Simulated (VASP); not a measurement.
# NbTe (F-43m) in VASP: notebook

The runs below take NbTe through single point, with PBE.

All numbers are computed with VASP 6.6.1; they aren't measurements. Logs are shortened: lines on timing, memory, paths and dates and some standing lists are left out, and cuts for length are marked.

## (1) The cell of the first run

It takes space group F-43m (No. 216, cubic). Conventional cell: a = 6.274 Å, b = 6.274 Å, c = 6.274 Å, α = 90.00°, β = 90.00°, γ = 90.00°. Nb (site symmetry -43m) has 4 Te at 2.72 Å within 3.6 Å. Within 3.6 Å of Te (site symmetry -43m) lie 4 Nb at 2.72 Å.

## (2) Single point, PBE, collinear spin

File INCAR:

```
ALGO = Normal
EDIFF = 1E-6
ENCUT = 520
GGA = PE
ISIF = 2
ISMEAR = 0
ISPIN = 2
LASPH = True
LCHARG = False
LMAXMIX = 4
LORBIT = 11
LREAL = False
LWAVE = False
MAGMOM = 2 0
NBANDS = 20
NELM = 150
PREC = Accurate
SIGMA = 0.05
```

File KPOINTS:

```
k-points
0
Gamma
  10 10 10
```

File POSCAR:

```
NbTe
1.0
    0.0000000000      3.1368594826      3.1368594826
    3.1368594826      0.0000000000      3.1368594826
    3.1368594826      3.1368594826      0.0000000000
Nb Te
1 1
Direct
    0.0000000000      0.0000000000      0.0000000000
    0.2500000000      0.2500000000      0.2500000000
```

Potentials or basis: VASP PAW PBE potentials, release 64 (Nb_sv, Te).

Run with:

```sh
cat potpaw_PBE.64/Nb_sv/POTCAR potpaw_PBE.64/Te/POTCAR > POTCAR
mpirun -np 1 vasp_std > vasp.out
```

OUTCAR:

```text
EDIFF = 1E-6
   ENCUT = 520
   GGA = PE
   ISIF = 2
   ISMEAR = 0
   ISPIN = 2
   LASPH = True
   LORBIT = 11
   LREAL = False
   NELM = 150
   PREC = Accurate

 ion  position               nearest neighbor table
   1  0.000  0.000  0.000-   2 2.72   2 2.72   2 2.72   2 2.72
   2  0.250  0.250  0.250-   1 2.72   1 2.72   1 2.72   1 2.72

  LATTYP: Found a face centered cubic cell.
 ALAT       =     6.2737189652

  Lattice vectors:

 A1 = (   0.0000000000,   3.1368594826,   3.1368594826)
 A2 = (   3.1368594826,   0.0000000000,   3.1368594826)
 A3 = (   3.1368594826,   3.1368594826,   0.0000000000)

Analysis of symmetry for initial positions (statically):
=====================================================================
 Subroutine PRICEL returns:
 Original cell was already a primitive cell.

 Routine SETGRP: Setting up the symmetry group for a
 face centered cubic supercell.

 Subroutine GETGRP returns: Found 24 space group operations
 (whereof 24 operations were pure point group operations)
 out of a pool of 48 trial point group operations.

The static configuration has the point symmetry T_d .

Analysis of symmetry for dynamics (positions and initial velocities):
=====================================================================
 Subroutine PRICEL returns:
 Original cell was already a primitive cell.

 Routine SETGRP: Setting up the symmetry group for a
 face centered cubic supercell.

 Subroutine GETGRP returns: Found 24 space group operations
 (whereof 24 operations were pure point group operations)
 out of a pool of 48 trial point group operations.

The dynamic configuration has the point symmetry T_d .

Analysis of structural, dynamic, and magnetic symmetry:
=====================================================================
 Subroutine PRICEL returns:
 Original cell was already a primitive cell.

 Routine SETGRP: Setting up the symmetry group for a
 face centered cubic supercell.

 Subroutine GETGRP returns: Found 24 space group operations
 (whereof 24 operations were pure point group operations)
 out of a pool of 48 trial point group operations.

The overall configuration has the point symmetry T_d .

 Subroutine INISYM returns: Found 24 space group operations
 (whereof 24 operations are pure point group operations),
 and found     1 'primitive' translations

----------------------------------------------------------------------------------------

                                     Primitive cell

  volume of cell :      61.7327

  direct lattice vectors                    reciprocal lattice vectors
[... 105 lines left out ...]
   IMIX   =      4    mixing-type and parameters
     AMIX     =   0.40;   BMIX     =  1.00
     AMIX_MAG =   1.60;   BMIX_MAG =  1.00
  volume/ion in A,a.u.               =      30.87       208.30
  Fermi-wavevector in a.u.,A,eV,Ry     =   1.105319  2.088750 16.622647  1.221730
  Thomas-Fermi vector in A             =   2.241804
   LORBIT       =     11    0 simple, 1 ext, 2 COOP (PROOUT), +10 PAW based schemes
   GGA     = PE    functional components
   LHFCALC =     F    Hartree Fock is set to
   AEXX    =    0.0000 exact exchange contribution
   IVDW    =     0    specifies the selected vdW correction
   LEPSILON=     F    determine dielectric tensor
   LRPA    =     F    only Hartree local field effects (RPA)
 spin polarized calculation
 Gauss-broadening in eV      SIGMA  =   0.05
  energy-cutoff  :      520.00
  volume of cell :       61.73
 maximum number of plane-waves:      1687
 NGX is ok and might be reduce to    36
   NGX = 17   NGY = 17   NGZ = 17

 number of electron      19.0000001 magnetization       2.1042650

 Free energy of the ion-electron system (eV)
  ---------------------------------------------------
  ext. energy  EPLUGINS =         0.00000000
  ---------------------------------------------------
  free energy    TOTEN  =       -12.27556607 eV

  energy without entropy =      -12.27333285  energy(sigma->0) =      -12.27444946

 E-fermi :   6.4102     XC(G=0):  -9.3481

 val. band max:        6.4025902680   @ k =  -0.3000   0.3000   0.0000
 cond. band min:       6.4846792792   @ k =  -0.3000   0.3000   0.0000
 fundamental gap:      0.0820890112
 Fermi energy:         6.4102176661

 spin component 1

 k-point     1 :       0.0000    0.0000    0.0000
  band No.  band energies     occupation
      1     -49.0818      1.00000
      2     -25.2721      1.00000
      3     -25.2721      1.00000
      4     -25.2721      1.00000
      5      -5.9880      1.00000
      6       2.5085      1.00000
[... 541 lines left out ...]
     19      16.5352      0.00000
     20      18.6718      0.00000

 [... further k-points ...]

 spin component 2

 k-point     1 :       0.0000    0.0000    0.0000
  band No.  band energies     occupation
      1     -48.0797      1.00000
      2     -24.1200      1.00000
      3     -24.1200      1.00000
      4     -24.1200      1.00000
      5      -5.8911      1.00000
      6       2.9203      1.00000
[... 541 lines left out ...]
     19      16.8372      0.00000
     20      19.2168      0.00000

 [... further k-points ...]
[... 5 lines left out ...]
  --------------------------------------------------------------------------------------
  -------------------------------------------------------------------------------------
  Total        1.0636990      1.0636990      1.0636990     -0.0000000      0.0000000     -0.0000000
  in kB       27.6066781     27.6066781     27.6066781     -0.0000000      0.0000000     -0.0000000
  external PRESSURE =      27.6066781 kB  Pullay stress =       0.0000000 kB

 VOLUME and BASIS-vectors are now :
 -----------------------------------------------------------------------------
  energy-cutoff  :      520.00
  volume of cell :       61.73
      direct lattice vectors                 reciprocal lattice vectors
     0.000000000  3.136859483  3.136859483    -0.159395090  0.159395090  0.159395090
     3.136859483  0.000000000  3.136859483     0.159395090 -0.159395090  0.159395090
     3.136859483  3.136859483  0.000000000     0.159395090  0.159395090 -0.159395090

 POSITION                                       TOTAL-FORCE (eV/Angst)
 -----------------------------------------------------------------------------------
      0.00000      0.00000      0.00000        -0.000000     -0.000000     -0.000000
      1.56843      1.56843      1.56843         0.000000      0.000000      0.000000
 -----------------------------------------------------------------------------------
    total drift:                                0.000000      0.000000      0.000000

  FREE ENERGIE OF THE ION-ELECTRON SYSTEM (eV)
  ---------------------------------------------------
  free  energy   TOTEN  =       -12.2755660735 eV

  energy  without entropy=      -12.2733328452  energy(sigma->0) =      -12.27444946

 total charge

# of ion       s       p       d       tot
------------------------------------------
    1        2.147   5.953   2.614  10.713
    2        1.334   2.115   0.082   3.531
--------------------------------------------------
tot          3.481   8.068   2.696  14.245

 magnetization (x)

# of ion       s       p       d       tot
------------------------------------------
    1        0.030   0.011   1.488   1.529
    2       -0.012  -0.076   0.045  -0.043
--------------------------------------------------
tot          0.018  -0.065   1.533   1.486
```

stdout:

```text
POSCAR found type information on POSCAR NbTe
 POSCAR found :  2 types and       2 ions
 scaLAPACK will be used
 LDA part: xc-table for (Slater+PW92), standard interpolation
 POSCAR, INCAR and KPOINTS ok, starting setup
 FFT: planning ... GRIDC
 FFT: planning ... GRID_SOFT
 FFT: planning ... GRID
 WAVECAR not read
 entering main loop
```

It took 73 s on 1 thread of Intel Xeon 6975P-C (Granite Rapids), shared host; peak memory 0.3 GiB.

Results:

| Property | Result |
| --- | --- |
| Free energy | -12.2756 eV |
| Pressure | 2.8 GPa |
| Net moment | 2.10 μB per cell |
| Site moments | Nb +1.53; Te -0.04 μB |
| Valence electrons inside the program's atomic spheres | Nb 10.71; Te 3.53 |

Levels at points of the mesh, in eV from the Fermi level:
Spin up:
| k point | band 8 | band 9 | band 10 | band 11 | band 12 | band 13 |
| --- | --- | --- | --- | --- | --- | --- |
| (0.00, 0.00, 0.00) | -3.90 | -0.71 | -0.71 | 1.34 | 3.90 | 3.90 |
| (0.50, 0.00, 0.00) | -3.64 | -0.44 | -0.44 | -0.13 | 1.93 | 1.93 |
| (0.50, 0.50, 0.00) | -3.14 | -1.21 | -0.38 | -0.23 | 0.54 | 0.54 |
Spin down:
```
           k point  band 5  band 6  band 7  band 8  band 9  band 10  band 11  band 12
(0.00, 0.00, 0.00)  -12.30   -3.49   -3.49   -3.49    0.93     0.93     1.78     4.45
(0.50, 0.00, 0.00)  -11.71   -4.57   -3.20   -3.20    0.78     1.10     1.10     2.61
(0.50, 0.50, 0.00)  -11.51   -4.76   -2.87   -2.87   -0.53     1.00     1.43     1.43
```

Caveat: spin-orbit coupling is left out, which moves the levels of the heavy elements.

## (3) Single point, PBE, collinear spin (31.01 Å³/atom)

This run uses another cell than the first one, of 31.01 Å³/atom.

File INCAR:

```
  PREC = Accurate
  ENCUT = 520
  EDIFF = 1E-6
  ISMEAR = 0
  SIGMA = 0.05
  LREAL = F
  LASPH = T
  NELM = 150
  ALGO = Normal
  ISIF = 2
  LWAVE = F
  LCHARG = T
  ISPIN = 2
  MAGMOM = 1.61 0
  LORBIT = 11
  LMAXMIX = 4
  GGA = PE
  LELF = T
  LVHAR = T
  NBANDS = 20
```

File KPOINTS:

```
Automatic mesh
0
Gamma
  10 10 10
```

File POSCAR:

```
NbTe
1.0
    0.0000000000      3.1416206694      3.1416206694
    3.1416206694      0.0000000000      3.1416206694
    3.1416206694      3.1416206694      0.0000000000
Nb Te
1 1
Direct
    0.0000000000      0.0000000000      0.0000000000
    0.2500000000      0.2500000000      0.2500000000
```

Potentials or basis: VASP PAW PBE potentials, release 64 (Nb_sv, Te).

Run with:

```sh
cat potpaw_PBE.64/Nb_sv/POTCAR potpaw_PBE.64/Te/POTCAR > POTCAR
mpirun -np 1 vasp_std > vasp.out
```

Run time: 65 s. Hardware: 1 thread of Intel Xeon 6975P-C (Granite Rapids), shared host; peak memory 0.29 GiB.

The run converged. Its results:

```
Free energy                                           : -12.2802 eV
Pressure                                              : 2.5 GPa
Net moment                                            : 2.12 μB per cell
Site moments                                          : Nb +1.54; Te -0.04 μB
Valence electrons inside the program's atomic spheres : Nb 10.71; Te 3.53
```

Levels at points of the mesh, in eV from the Fermi level:
Spin up:
| k point | band 7 | band 8 | band 9 | band 10 | band 11 | band 12 | band 13 | band 14 |
| --- | --- | --- | --- | --- | --- | --- | --- | --- |
| (0.00, 0.00, 0.00) | -3.89 | -3.89 | -0.72 | -0.72 | 1.32 | 3.87 | 3.87 | 3.87 |
| (0.50, 0.00, 0.00) | -3.64 | -3.64 | -0.45 | -0.45 | -0.14 | 1.91 | 1.91 | 3.12 |
| (0.50, 0.50, 0.00) | -3.14 | -3.14 | -1.20 | -0.39 | -0.23 | 0.53 | 0.53 | 4.90 |
Spin down:
```csv
k point,band 6,band 7,band 8,band 9,band 10,band 11
"(0.00, 0.00, 0.00)",-3.48,-3.48,-3.48,0.93,0.93,1.77
"(0.50, 0.00, 0.00)",-4.56,-3.20,-3.20,0.78,1.10,1.10
"(0.50, 0.50, 0.00)",-4.75,-2.87,-2.87,-0.52,1.00,1.43
```

Caveat: spin-orbit coupling is left out, which moves the levels of the heavy elements.
